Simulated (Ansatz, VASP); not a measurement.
## One calculation of InP, two programs

```
In P
1.0
     0.00000    2.89411    2.77835
     2.89411    0.00000    2.77835
     2.89411    2.89411    0.00000
In P
1 1
Cartesian
  0.0000 0.0000 0.0000
  2.8941 2.8941 2.7783
```

Alike in both runs: task single point; functional PBEsol; k mesh 6 × 6 × 6; occupations gaussian, width 0.15 eV; no spin polarisation.

```csv
,VASP,Ansatz
version,VASP 6.6.1,Ansatz 0.2.0
potentials or method,"VASP PAW PBE potentials, release 64 (In_d, P), cutoff 520 eV","scalar-relativistic, plane waves, PAW"
valence electrons in the cell,18,18
```

|  | VASP | Ansatz | Ansatz less VASP |
| --- | --- | --- | --- |
| gap on the k mesh at the Fermi level (eV) | none | none | - |
| pressure (GPa) | -7.7 | -7.8 | -0.01 |
| traceless stress, the component that is largest in VASP (GPa) | 2.33 | 2.33 | -0.003 |

VASP's potentials were made for PBE, not for PBEsol. A gap of «none» marks a metal or a gap that the smearing closes.
